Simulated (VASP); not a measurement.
# Pb (Fm-3m) in VASP: a series of runs

Aim: see how the results for Pb move with the level of theory and the settings. Levels: PBE, RPBE. Tasks: single point, relaxation of cell and atoms.

All numbers are computed with VASP 6.6.1; they aren't measurements. Logs are shortened: lines on timing, memory, paths and dates and some standing lists are left out, and cuts for length are marked.

**1. The cell of the first run**

The structure is cubic, space group Fm-3m (No. 225). Conventional cell: a = 4.950 Å, b = 4.950 Å, c = 4.950 Å, α = 90.00°, β = 90.00°, γ = 90.00°. Within 4.6 Å of Pb (site symmetry m-3m) lie 12 Pb at 3.50 Å.

**2. Single point, PBE**

File INCAR:

```
SYSTEM = Pb
PREC = Accurate ; ENCUT = 520
EDIFF = 1E-6 ; ISMEAR = 0
SIGMA = 0.015 ; LREAL = .False.
LASPH = .True. ; NELM = 60
ALGO = Fast ; ISIF = 2
LWAVE = .False. ; LCHARG = .True.
GGA = PE ; LELF = .True.
LVHAR = .True. ; NBANDS = 13
```

File KPOINTS:

```
regular mesh
0
Gamma
  9 9 9
  0 0 0
```

File POSCAR:

```
Pb
1.0
    0.0000000000      2.4750200000      2.4750200000
    2.4750200000      0.0000000000      2.4750200000
    2.4750200000      2.4750200000      0.0000000000
Pb
1
Direct
    0.0000000000      0.0000000000      0.0000000000
```

Potentials or basis: VASP PAW PBE potentials, release 64 (Pb_d).

Started as:

```bash
$ cat potpaw_PBE.64/Pb_d/POTCAR > POTCAR
$ mpirun -np 1 vasp_std > vasp.out
```

OUTCAR:

```text
SYSTEM = Pb
   PREC = Accurate
   ENCUT = 520
   EDIFF = 1E-6
   ISMEAR = 0
   LREAL = .False.
   LASPH = .True.
   NELM = 60
   ISIF = 2
   GGA = PE

 ion  position               nearest neighbor table
   1  0.000  0.000  0.000-

  LATTYP: Found a face centered cubic cell.
 ALAT       =     4.9500400000

  Lattice vectors:

 A1 = (   0.0000000000,   2.4750200000,   2.4750200000)
 A2 = (   2.4750200000,   0.0000000000,   2.4750200000)
 A3 = (   2.4750200000,   2.4750200000,   0.0000000000)

Analysis of symmetry for initial positions (statically):
[... 5 lines left out ...]
 face centered cubic supercell.

 Subroutine GETGRP returns: Found 48 space group operations
 (whereof 48 operations were pure point group operations)
 out of a pool of 48 trial point group operations.

The static configuration has the point symmetry O_h .

Analysis of symmetry for dynamics (positions and initial velocities):
[... 5 lines left out ...]
 face centered cubic supercell.

 Subroutine GETGRP returns: Found 48 space group operations
 (whereof 48 operations were pure point group operations)
 out of a pool of 48 trial point group operations.

The dynamic configuration has the point symmetry O_h .

 Subroutine INISYM returns: Found 48 space group operations
 (whereof 48 operations are pure point group operations),
 and found     1 'primitive' translations

----------------------------------------------------------------------------------------

                                     Primitive cell

  volume of cell :      30.3226

  direct lattice vectors                    reciprocal lattice vectors
     0.000000000  2.475020000  2.475020000    -0.202018570  0.202018570  0.202018570
     2.475020000  0.000000000  2.475020000     0.202018570 -0.202018570  0.202018570
     2.475020000  2.475020000  0.000000000     0.202018570  0.202018570 -0.202018570

  length of vectors
     3.500206851  3.500206851  3.500206851     0.349906427  0.349906427  0.349906427

  position of ions in fractional coordinates (direct lattice)
     0.000000000  0.000000000  0.000000000

  ion indices of the primitive-cell ions
   primitive index   ion index
                 1           1

----------------------------------------------------------------------------------------

 KPOINTS: regular mesh

Automatic generation of k-mesh.
 Grid dimensions read from file:
 generate k-points for:    9    9    9

 Generating k-lattice:

  Cartesian coordinates                     Fractional coordinates (reciprocal lattice)
    -0.022446508  0.022446508  0.022446508     0.111111111  0.000000000  0.000000000
     0.022446508 -0.022446508  0.022446508     0.000000000  0.111111111  0.000000000
     0.022446508  0.022446508 -0.022446508     0.000000000  0.000000000  0.111111111

  Length of vectors
     0.038878492  0.038878492  0.038878492

  Shift w.r.t. Gamma in fractional coordinates (k-lattice)
     0.000000000  0.000000000  0.000000000

 Subroutine IBZKPT returns following result:
 ===========================================

 Found     35 irreducible k-points:

 Following reciprocal coordinates:
            Coordinates               Weight
  0.000000  0.000000  0.000000      1.000000
  0.111111  0.000000  0.000000      8.000000
  0.222222  0.000000  0.000000      8.000000
  0.333333  0.000000  0.000000      8.000000
  0.444444  0.000000  0.000000      8.000000
  0.111111  0.111111  0.000000      6.000000
[... 16 lines left out ...]
 -0.333333  0.333333  0.000000     12.000000
  0.444444  0.444444  0.000000      6.000000
 [... further k-points ...]
   k-points           NKPTS =     35   k-points in BZ     NKDIM =     35   number of bands    NBANDS=     13
   number of dos      NEDOS =    301   number of ions     NIONS =      1
   total plane-waves  NPLWV =  21952
   dimension x,y,z NGX =    28 NGY =   28 NGZ =   28
   dimension x,y,z NGXF=    56 NGYF=   56 NGZF=   56
   ions per type =               1
   NGX,Y,Z   is equivalent  to a cutoff of  13.30, 13.30, 13.30 a.u.
   NGXF,Y,Z  is equivalent  to a cutoff of  26.60, 26.60, 26.60 a.u.
 SYSTEM =  Pb
   PREC   = accura    normal or accurate (medium, high low for compatibility)
   ISTART =      0    job   : 0-new  1-cont  2-samecut
   ICHARG =      2    charge: 1-file 2-atom 10-const
   ISPIN  =      1    spin polarized calculation?
   LNONCOLLINEAR =      F non collinear calculations
   LSORBIT =      F    spin-orbit coupling
   LASPH  =      T    aspherical Exc in radial PAW
   ENCUT  =  520.0 eV  38.22 Ry    6.18 a.u.   6.51  6.51  6.51*2*pi/ulx,y,z
   NELM   =     60;   NELMIN=  2; NELMDL= -5     # of ELM steps
   EDIFF  = 0.1E-05   stopping-criterion for ELM
   LREAL  =      F    real-space projection
   EDIFFG = 0.1E-04   stopping-criterion for IOM
   NSW    =      0    number of steps for IOM
   IBRION =     -1    ionic relax: 0-MD 1-quasi-New 2-CG
   NFREE  =      0    steps in history (QN), initial steepest desc. (CG)
   ISIF   =      2    stress and relaxation
   ISYM   =      2    0-nonsym 1-usesym 2-fastsym
   POTIM  = 0.5000    time-step for ionic-motion
   TEBEG  =    0.0;   TEEND  =   0.0 temperature during run
   PSTRESS=    0.0 pullay stress
   NELECT =      14.0000    total number of electrons
   NUPDOWN=      -1.0000    fix difference up-down
   EMIN   =  10.00;   EMAX   =-10.00  energy-range for DOS
   EFERMI =   0.00;   METHOD = LEGACY
   ISMEAR =     0;   SIGMA  =   0.01  broadening in eV -4-tet -1-fermi 0-gaus
   EFERMI_NEDOS =   21; number of points for ismear=-14 and -15
   IALGO  =     68    algorithm
   IMIX   =      4    mixing-type and parameters
     AMIX     =   0.40;   BMIX     =  1.00
     AMIX_MAG =   1.60;   BMIX_MAG =  1.00
  volume/ion in A,a.u.               =      30.32       204.63
  Fermi-wavevector in a.u.,A,eV,Ry     =   1.265306  2.391081 21.782907  1.600999
  Thomas-Fermi vector in A             =   2.398566
   LORBIT       =      0    0 simple, 1 ext, 2 COOP (PROOUT), +10 PAW based schemes
   GGA     = PE    functional components
   LHFCALC =     F    Hartree Fock is set to
   AEXX    =    0.0000 exact exchange contribution
   IVDW    =     0    specifies the selected vdW correction
   LEPSILON=     F    determine dielectric tensor
   LRPA    =     F    only Hartree local field effects (RPA)
 non-spin polarized calculation
 RMM-DIIS sequential band-by-band and
 Gauss-broadening in eV      SIGMA  =   0.01
  energy-cutoff  :      520.00
  volume of cell :       30.32
 maximum number of plane-waves:       869
 NGX is ok and might be reduce to    28
   NGX = 13   NGY = 13   NGZ = 13

 number of electron      13.9999999 magnetization

 Free energy of the ion-electron system (eV)
  ---------------------------------------------------
  ext. energy  EPLUGINS =         0.00000000
  ---------------------------------------------------
  free energy    TOTEN  =        -3.56814150 eV

  energy without entropy =       -3.56786440  energy(sigma->0) =       -3.56800295

 E-fermi :   7.1452     XC(G=0): -10.1860

 val. band max:        6.9152815832   @ k =  -0.3333   0.3333   0.1111
 cond. band min:       7.1463458495   @ k =  -0.2222   0.3333   0.1111
 fundamental gap:      0.2310642663
 Fermi energy:         7.1452360441

 k-point     1 :       0.0000    0.0000    0.0000
  band No.  band energies     occupation
      1      -9.7953      2.00000
      2      -9.7953      2.00000
      3      -9.7953      2.00000
      4      -9.6552      2.00000
      5      -9.6552      2.00000
      6      -4.4739      2.00000
      7      14.6988      0.00000
      8      14.6988      0.00000
      9      14.6988      0.00000
     10      17.0447      0.00000
     11      18.6199      0.00000
     12      19.7652      0.00000
     13      19.7652      0.00000

 k-point     2 :       0.1111    0.0000    0.0000
  band No.  band energies     occupation
      1      -9.7958      2.00000
      2      -9.7788      2.00000
      3      -9.7788      2.00000
      4      -9.6552      2.00000
      5      -9.6552      2.00000
      6      -4.2361      2.00000
      7      12.3295      0.00000
      8      14.4166      0.00000
      9      14.4166      0.00000
     10      16.6522      0.00000
     11      19.5952      0.00000
     12      20.2688      0.00000
     13      20.2702      0.00000

 k-point     3 :       0.2222    0.0000    0.0000
  band No.  band energies     occupation
      1      -9.8010      2.00000
      2      -9.7593      2.00000
      3      -9.7593      2.00000
      4      -9.6325      2.00000
      5      -9.6325      2.00000
      6      -3.5244      2.00000
      7       8.8627      0.00000
      8      13.8172      0.00000
      9      13.8172      0.00000
     10      16.3082      0.00000
     11      19.1406      0.00000
     12      19.8939      0.00000
     13      19.8940      0.00000

 k-point     4 :       0.3333    0.0000    0.0000
  band No.  band energies     occupation
      1      -9.8123      2.00000
      2      -9.7689      2.00000
      3      -9.7689      2.00000
      4      -9.5737      2.00000
      5      -9.5737      2.00000
      6      -2.3829      2.00000
      7       5.7473      2.00000
      8      13.2445      0.00000
      9      13.2445      0.00000
     10      16.2138      0.00000
     11      17.8421      0.00000
     12      18.9979      0.00000
     13      18.9979      0.00000

 k-point     5 :       0.4444    0.0000    0.0000
  band No.  band energies     occupation
      1      -9.8225      2.00000
      2      -9.7822      2.00000
      3      -9.7822      2.00000
      4      -9.5274      2.00000
      5      -9.5274      2.00000
      6      -1.1188      2.00000
      7       3.4731      2.00000
      8      12.9063      0.00000
      9      12.9063      0.00000
     10      16.3943      0.00000
     11      16.9612      0.00000
     12      18.5420      0.00000
     13      18.5420      0.00000

 k-point     6 :       0.1111    0.1111    0.0000
  band No.  band energies     occupation
      1      -9.8145      2.00000
      2      -9.7611      2.00000
      3      -9.7611      2.00000
      4      -9.6755      2.00000
      5      -9.6408      2.00000
      6      -4.1569      2.00000
      7      13.0132      0.00000
      8      13.5210      0.00000
      9      13.5210      0.00000
     10      16.1965      0.00000
     11      18.8012      0.00000
     12      21.0088      0.00000
     13      21.2441      0.00000

 k-point     7 :       0.2222    0.1111    0.0000
  band No.  band energies     occupation
      1      -9.8234      2.00000
      2      -9.7372      2.00000
      3      -9.7309      2.00000
      4      -9.6815      2.00000
      5      -9.6167      2.00000
      6      -3.6031      2.00000
      7      10.0411      0.00000
      8      12.6943      0.00000
      9      13.1884      0.00000
     10      16.3542      0.00000
     11      17.5578      0.00000
     12      20.4945      0.00000
     13      21.7533      0.00000
[... 193 lines left out ...]
 k-point    20 :       0.3333    0.3333    0.0000
  band No.  band energies     occupation
      1      -9.9179      2.00000
      2      -9.8086      2.00000
      3      -9.5677      2.00000
      4      -9.5677      2.00000
      5      -9.5627      2.00000
      6      -1.6789      2.00000
      7       7.2558      0.00000
      8      10.2112      0.00000
      9      10.2112      0.00000
     10      13.5978      0.00000
     11      14.3453      0.00000
     12      25.2894      0.00000
     13      25.5797      0.00000

 k-point    21 :       0.4444    0.3333    0.0000
  band No.  band energies     occupation
      1      -9.9176      2.00000
      2      -9.8252      2.00000
      3      -9.5774      2.00000
      4      -9.5443      2.00000
      5      -9.5121      2.00000
      6      -0.6546      2.00000
      7       5.7194      2.00000
      8       8.7007      0.00000
      9       9.9064      0.00000
     10      13.5230      0.00000
     11      15.3160      0.00000
     12      24.2785      0.00000
     13      24.5489      0.00000

 k-point    22 :      -0.4444    0.3333    0.0000
  band No.  band energies     occupation
      1      -9.8866      2.00000
      2      -9.7847      2.00000
      3      -9.5954      2.00000
      4      -9.5748      2.00000
      5      -9.5147      2.00000
      6       0.2593      2.00000
      7       4.8449      2.00000
      8       6.8337      2.00000
      9      10.1594      0.00000
     10      13.7026      0.00000
     11      17.9155      0.00000
     12      23.3978      0.00000
     13      23.5268      0.00000

 k-point    23 :      -0.3333    0.3333    0.0000
  band No.  band energies     occupation
      1      -9.8501      2.00000
      2      -9.6924      2.00000
      3      -9.6456      2.00000
      4      -9.6231      2.00000
      5      -9.5589      2.00000
      6       0.1129      2.00000
      7       5.4672      2.00000
      8       5.7369      2.00000
      9      10.9409      0.00000
     10      14.1950      0.00000
     11      21.0317      0.00000
     12      22.6662      0.00000
     13      22.6952      0.00000

 k-point    24 :       0.4444    0.4444    0.0000
  band No.  band energies     occupation
      1      -9.9536      2.00000
      2      -9.8618      2.00000
      3      -9.5354      2.00000
      4      -9.4966      2.00000
      5      -9.4966      2.00000
      6       0.1217      2.00000
      7       4.5682      2.00000
      8       9.4310      0.00000
      9       9.4310      0.00000
     10      12.7576      0.00000
     11      13.9744      0.00000
     12      25.5437      0.00000
     13      27.2453      0.00000

 [... further k-points ...]
[... 5 lines left out ...]
  --------------------------------------------------------------------------------------
  -------------------------------------------------------------------------------------
  Total        0.4159614      0.4159614      0.4159614     -0.0000000     -0.0000000      0.0000000
  in kB       21.9784686     21.9784686     21.9784686     -0.0000000     -0.0000000      0.0000000
  external PRESSURE =      21.9784686 kB  Pullay stress =       0.0000000 kB

 VOLUME and BASIS-vectors are now :
 -----------------------------------------------------------------------------
  energy-cutoff  :      520.00
  volume of cell :       30.32
      direct lattice vectors                 reciprocal lattice vectors
     0.000000000  2.475020000  2.475020000    -0.202018570  0.202018570  0.202018570
     2.475020000  0.000000000  2.475020000     0.202018570 -0.202018570  0.202018570
     2.475020000  2.475020000  0.000000000     0.202018570  0.202018570 -0.202018570

 POSITION                                       TOTAL-FORCE (eV/Angst)
 -----------------------------------------------------------------------------------
      0.00000      0.00000      0.00000         0.000000      0.000000      0.000000
 -----------------------------------------------------------------------------------
    total drift:                               -0.000000     -0.000000     -0.000000

  FREE ENERGIE OF THE ION-ELECTRON SYSTEM (eV)
  ---------------------------------------------------
  free  energy   TOTEN  =        -3.5681414953 eV

  energy  without entropy=       -3.5678644042  energy(sigma->0) =       -3.56800295
```

It took 12 s on 1 thread of Intel Xeon 6975P-C, shared host; peak memory 0.16 GiB.

What came out:

```yaml
Free_energy: -3.5681 eV
Pressure: 2.2 GPa
Band_gap_on_the_k_mesh: zero (band 7 reaches 14.70 eV, above the bottom of band 8 at 5.74 eV)
```

Levels at points of the mesh, in eV from the Fermi level:
```csv
k point,band 4,band 5,band 6,band 7,band 8,band 9,band 10,band 11
"(0.00, 0.00, 0.00)",-16.80,-16.80,-11.62,7.55,7.55,7.55,9.90,11.47
```

Caveat: spin-orbit coupling is left out, which moves the levels of the heavy elements.

**3. Single point, RPBE**

This run uses another cell than the first one, of 33.13 Å³/atom, 1.092 times its volume.

File INCAR:

```
  PREC = Accurate
  ENCUT = 520
  EDIFF = 1E-7
  ISMEAR = -1
  SIGMA = 0.05
  LREAL = False
  LASPH = True
  NELM = 80
  ALGO = Normal
  ISIF = 2
  LWAVE = False
  LCHARG = False
  GGA = RP
  NBANDS = 13
```

File KPOINTS:

```
Automatic mesh
0
Gamma
  9 9 9
```

File POSCAR:

```
Pb
1.0
    0.0000000000      2.5490593250      2.5490593250
    2.5490593250      0.0000000000      2.5490593250
    2.5490593250      2.5490593250      0.0000000000
Pb
1
Direct
    0.0000000000      0.0000000000      0.0000000000
```

Potentials or basis: VASP PAW PBE potentials, release 64 (Pb_d).

Started as:

```bash
$ cat potpaw_PBE.64/Pb_d/POTCAR > POTCAR
$ mpirun -np 1 vasp_std > vasp.out
```

It took 10 s on 1 thread of Intel Xeon 6975P-C, shared host; peak memory 0.16 GiB.

It converged, with:

| Property | Result |
| --- | --- |
| Free energy | -3.1965 eV |
| Pressure | -0.1 GPa |
| Band gap on the k mesh | zero (band 7 reaches 13.22 eV, above the bottom of band 8 at 5.10 eV) |

Levels at points of the mesh, in eV from the Fermi level:
| k point | band 5 | band 6 | band 7 | band 8 | band 9 | band 10 |
| --- | --- | --- | --- | --- | --- | --- |
| (0.00, 0.00, 0.00) | -16.88 | -11.07 | 6.88 | 6.88 | 6.88 | 9.77 |

Caveat: the PAW data sets were made with another functional, which shifts forces and pressure a little; spin-orbit coupling is left out, which moves the levels of the heavy elements.

[end of part 1 of 2]
